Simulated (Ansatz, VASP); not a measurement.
# Two plane-wave programs on N

```
N
1.0
     9.00000    0.00000    0.00000
     0.00000    9.50000    0.00000
     0.00000    0.00000   10.00000
N
2
Direct
  0.50000 0.50000 0.44489
  0.50000 0.50000 0.55511
```

Alike in both runs: functional PBE; k mesh 1 × 1 × 1; no spin polarisation.

Ansatz relaxed the structure, and its values are those at the end. VASP's run is a single point on that final structure, the one shown.

```csv
,VASP,Ansatz
version,VASP 6.6.1,Ansatz 0.2.0
potentials or method,"VASP PAW PBE potentials, release 64 (N), cutoff 520 eV","plane waves, PAW"
occupations,"methfessel-paxton of order 1, width 0.02 eV","cold, width 0.02 eV"
valence electrons in the cell,10,10
```

|  | VASP | Ansatz | Ansatz less VASP |
| --- | --- | --- | --- |
| rms of the force components (eV/Å) | 1.005 | 0.004 | -1.0014 |

Ansatz's warnings: stress scf threshold loose.

Noted on VASP's run: the standard files for N, O and F lose accuracy on very short bonds.
